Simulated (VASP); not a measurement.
# Ni (Fm-3m) in VASP: further runs, part 2 of 3

VASP 6.6.1.

### Step 3. Single point, PBE, collinear spin, ferromagnetic start

The input, INCAR:

```
  PREC = Accurate
  ENCUT = 520
  EDIFF = 1E-6
  ISMEAR = -1
  SIGMA = 0.1
  LREAL = False
  LASPH = True
  NELM = 150
  ALGO = Normal
  ISIF = 2
  LWAVE = False
  LCHARG = True
  ISPIN = 2
  MAGMOM = 1
  LORBIT = 11
  LMAXMIX = 4
  GGA = PE
  LELF = True
  LVHAR = True
  NBANDS = 15
```

The input, KPOINTS:

```
regular mesh
0
Gamma
  22 22 22
```

The input, POSCAR:

```
Ni
1.0
    0.0000000000      1.4922756935      1.4922756935
    1.4922756935      0.0000000000      1.4922756935
    1.4922756935      1.4922756935      0.0000000000
Ni
1
Direct
    0.0000000000      0.0000000000      0.0000000000
```

Potentials or basis: VASP PAW PBE potentials, release 64 (Ni).

Started as:

```bash
$ cat potpaw_PBE.64/Ni/POTCAR > POTCAR
$ mpirun -np 1 vasp_std > vasp.out
```

OUTCAR:

```text
PREC = Accurate
   ENCUT = 520
   EDIFF = 1E-6
   ISMEAR = -1
   LREAL = False
   LASPH = True
   NELM = 150
   ISIF = 2
   ISPIN = 2
   LORBIT = 11
   GGA = PE

 ion  position               nearest neighbor table
   1  0.000  0.000  0.000-

  LATTYP: Found a face centered cubic cell.
 ALAT       =     2.9845513870

  Lattice vectors:

 A1 = (   0.0000000000,   1.4922756935,   1.4922756935)
 A2 = (   1.4922756935,   0.0000000000,   1.4922756935)
 A3 = (   1.4922756935,   1.4922756935,   0.0000000000)

Analysis of symmetry for initial positions (statically):
=====================================================================
 Subroutine PRICEL returns:
 Original cell was already a primitive cell.

 Routine SETGRP: Setting up the symmetry group for a
 face centered cubic supercell.

 Subroutine GETGRP returns: Found 48 space group operations
 (whereof 48 operations were pure point group operations)
 out of a pool of 48 trial point group operations.

The static configuration has the point symmetry O_h .

Analysis of symmetry for dynamics (positions and initial velocities):
=====================================================================
 Subroutine PRICEL returns:
 Original cell was already a primitive cell.

 Routine SETGRP: Setting up the symmetry group for a
 face centered cubic supercell.

 Subroutine GETGRP returns: Found 48 space group operations
 (whereof 48 operations were pure point group operations)
 out of a pool of 48 trial point group operations.

The dynamic configuration has the point symmetry O_h .

Analysis of structural, dynamic, and magnetic symmetry:
=====================================================================
 Subroutine PRICEL returns:
 Original cell was already a primitive cell.

 Routine SETGRP: Setting up the symmetry group for a
 face centered cubic supercell.

 Subroutine GETGRP returns: Found 48 space group operations
 (whereof 48 operations were pure point group operations)
 out of a pool of 48 trial point group operations.

The overall configuration has the point symmetry O_h .

 Subroutine INISYM returns: Found 48 space group operations
 (whereof 48 operations are pure point group operations),
 and found     1 'primitive' translations

----------------------------------------------------------------------------------------

                                     Primitive cell

  volume of cell :       6.6463

  direct lattice vectors                    reciprocal lattice vectors
     0.000000000  1.492275693  1.492275693    -0.335058731  0.335058731  0.335058731
     1.492275693  0.000000000  1.492275693     0.335058731 -0.335058731  0.335058731
     1.492275693  1.492275693  0.000000000     0.335058731  0.335058731 -0.335058731

  length of vectors
     2.110396525  2.110396525  2.110396525     0.580338745  0.580338745  0.580338745

  position of ions in fractional coordinates (direct lattice)
     0.000000000  0.000000000  0.000000000

  ion indices of the primitive-cell ions
   primitive index   ion index
                 1           1

----------------------------------------------------------------------------------------

 KPOINTS: regular mesh

Automatic generation of k-mesh.
 Grid dimensions read from file:
 generate k-points for:   22   22   22

[... 70 lines left out ...]
   ISYM   =      2    0-nonsym 1-usesym 2-fastsym
   POTIM  = 0.5000    time-step for ionic-motion
   TEBEG  =    0.0;   TEEND  =   0.0 temperature during run
   PSTRESS=    0.0 pullay stress
   NELECT =      10.0000    total number of electrons
   NUPDOWN=      -1.0000    fix difference up-down
   EMIN   =  10.00;   EMAX   =-10.00  energy-range for DOS
   EFERMI =   0.00;   METHOD = LEGACY
   ISMEAR =    -1;   SIGMA  =   0.10  broadening in eV -4-tet -1-fermi 0-gaus
   EFERMI_NEDOS =   21; number of points for ismear=-14 and -15
   IALGO  =     38    algorithm
   IMIX   =      4    mixing-type and parameters
     AMIX     =   0.40;   BMIX     =  1.00
     AMIX_MAG =   1.60;   BMIX_MAG =  1.00
  volume/ion in A,a.u.               =       6.65        44.85
  Fermi-wavevector in a.u.,A,eV,Ry     =   1.875926  3.544987 47.880254  3.519099
  Thomas-Fermi vector in A             =   2.920531
   LORBIT       =     11    0 simple, 1 ext, 2 COOP (PROOUT), +10 PAW based schemes
   GGA     = PE    functional components
   LHFCALC =     F    Hartree Fock is set to
   AEXX    =    0.0000 exact exchange contribution
   IVDW    =     0    specifies the selected vdW correction
   LEPSILON=     F    determine dielectric tensor
   LRPA    =     F    only Hartree local field effects (RPA)
 spin polarized calculation
  energy-cutoff  :      520.00
  volume of cell :        6.65
 maximum number of plane-waves:       190
   NGX =  7   NGY =  7   NGZ =  7

 number of electron      10.0000006 magnetization       0.3872670

 Free energy of the ion-electron system (eV)
  ---------------------------------------------------
  ext. energy  EPLUGINS =         0.00000000
  ---------------------------------------------------
  free energy    TOTEN  =        -2.86285213 eV

  energy without entropy =       -2.81969200  energy(sigma->0) =       -2.84127207

 E-fermi :  18.5515     XC(G=0): -16.4393

 val. band max:       18.5497752337   @ k =  -0.4545   0.5000   0.0455
 cond. band min:      18.5531971346   @ k =   0.3636   0.1818   0.0000
 fundamental gap:      0.0034219009
 Fermi energy:        18.5514631109

 spin component 1

 k-point     1 :       0.0000    0.0000    0.0000
  band No.  band energies     occupation
      1       5.6310      1.00000
      2      14.4065      1.00000
      3      14.4065      1.00000
      4      14.4065      1.00000
      5      16.7520      1.00000
      6      16.7520      1.00000
      7      46.0695      0.00000
      8      54.1287      0.00000
      9      54.1287      0.00000
     10      54.1287      0.00000
     11      60.5185      0.00000
     12      61.0763      0.00000
     13      61.0763      0.00000
     14      61.0763      0.00000
[... 403 lines left out ...]
      4      16.6634      1.00000
      5      18.1660      0.97926
      6      18.9644      0.01583
      7      29.2592      0.00000
      8      44.2414      0.00000
      9      51.5614      0.00000
     10      52.5449      0.00000
     11      56.7837      0.00000
     12      57.4123      0.00000
     13      61.9982      0.00000
     14      68.5376      0.00000
     15      79.2691      0.00000

 [... further k-points ...]

 spin component 2

 k-point     1 :       0.0000    0.0000    0.0000
  band No.  band energies     occupation
      1       5.6400      1.00000
      2      14.8658      1.00000
      3      14.8658      1.00000
      4      14.8658      1.00000
      5      17.1289      1.00000
      6      17.1289      1.00000
      7      46.0250      0.00000
      8      54.1178      0.00000
      9      54.1178      0.00000
     10      54.1178      0.00000
     11      60.6348      0.00000
     12      61.1805      0.00000
     13      61.1805      0.00000
     14      61.1805      0.00000
[... 403 lines left out ...]
      4      16.8121      1.00000
      5      18.6510      0.26985
      6      19.3251      0.00044
      7      29.5533      0.00000
      8      44.2073      0.00000
      9      51.6399      0.00000
     10      52.6216      0.00000
     11      56.8513      0.00000
     12      57.4736      0.00000
     13      62.8592      0.00000
     14      68.6945      0.00000
     15      79.4238      0.00000

 [... further k-points ...]

------------------------ aborting loop because EDIFF is reached ----------------------------------------

  FORCE on cell =-STRESS in cart. coord.  units (eV):
  Direction    XX          YY          ZZ          XY          YZ          ZX
  --------------------------------------------------------------------------------------
  -------------------------------------------------------------------------------------
  Total       13.2375664     13.2375664     13.2375664      0.0000000      0.0000000     -0.0000000
  in kB     3191.1083005   3191.1083005   3191.1083005      0.0000000      0.0000000     -0.0000000
  external PRESSURE =    3191.1083005 kB  Pullay stress =       0.0000000 kB

 VOLUME and BASIS-vectors are now :
 -----------------------------------------------------------------------------
  energy-cutoff  :      520.00
  volume of cell :        6.65
      direct lattice vectors                 reciprocal lattice vectors
     0.000000000  1.492275693  1.492275693    -0.335058731  0.335058731  0.335058731
     1.492275693  0.000000000  1.492275693     0.335058731 -0.335058731  0.335058731
     1.492275693  1.492275693  0.000000000     0.335058731  0.335058731 -0.335058731

 POSITION                                       TOTAL-FORCE (eV/Angst)
 -----------------------------------------------------------------------------------
      0.00000      0.00000      0.00000         0.000000      0.000000      0.000000
 -----------------------------------------------------------------------------------
    total drift:                                0.000000      0.000000     -0.000000

  FREE ENERGIE OF THE ION-ELECTRON SYSTEM (eV)
  ---------------------------------------------------
  free  energy   TOTEN  =        -2.8628521341 eV

  energy  without entropy=       -2.8196920050  energy(sigma->0) =       -2.84127207

 total charge

# of ion       s       p       d       tot
------------------------------------------
    1        0.793   1.141   8.828  10.763

 magnetization (x)

# of ion       s       p       d       tot
------------------------------------------
    1       -0.005  -0.020   0.391   0.366
```

OSZICAR:

```text
N       E                     dE             d eps       ncg     rms          rms(c)
DAV:   1     0.341985778193E+02    0.34199E+02   -0.39866E+03 22099   0.958E+02
DAV:   2    -0.256405457419E+01   -0.36763E+02   -0.34436E+02 22592   0.175E+02
DAV:   3    -0.358173962082E+01   -0.10177E+01   -0.10121E+01 23754   0.281E+01
DAV:   4    -0.358445419629E+01   -0.27146E-02   -0.27144E-02 23629   0.143E+00
DAV:   5    -0.358446109533E+01   -0.68990E-05   -0.68982E-05 23628   0.696E-02    0.220E+01
DAV:   6    -0.298249188746E+01    0.60197E+00   -0.30611E+00 23362   0.219E+01    0.943E+00
DAV:   7    -0.289543977052E+01    0.87052E-01   -0.99529E-02 23285   0.426E+00    0.551E+00
DAV:   8    -0.286546703072E+01    0.29973E-01   -0.12662E-02 26516   0.727E-01    0.188E+00
DAV:   9    -0.286279452930E+01    0.26725E-02   -0.21416E-03 26443   0.290E-01    0.857E-02
DAV:  10    -0.286284277129E+01   -0.48242E-04   -0.56587E-05 21488   0.975E-02    0.510E-02
DAV:  11    -0.286285631141E+01   -0.13540E-04   -0.97091E-06 24263   0.344E-02    0.242E-02
DAV:  12    -0.286285258176E+01    0.37296E-05   -0.70733E-07 16770   0.888E-03    0.338E-03
DAV:  13    -0.286285213405E+01    0.44771E-06   -0.61395E-08 11163   0.318E-03
   1 F= -.28628521E+01 E0= -.28412721E+01  d E =-.431601E-01  mag=     0.3872
```

stdout:

```text
POSCAR found type information on POSCAR Ni
 POSCAR found :  1 types and       1 ions
 scaLAPACK will be used
 LDA part: xc-table for (Slater+PW92), standard interpolation
 POSCAR, INCAR and KPOINTS ok, starting setup
 FFT: planning ... GRIDC
 FFT: planning ... GRID_SOFT
 FFT: planning ... GRID
 WAVECAR not read
 entering main loop
```

Wall time 18 s (1 thread of Intel Xeon 6975P-C (Granite Rapids), shared host); peak memory 0.16 GiB.

What came out:

```yaml
Free_energy: -2.8629 eV
Pressure: 319.1 GPa
Net_moment: 0.39 μB per cell
Site_moments: Ni +0.37 μB
```

[end of part 2 of 3]
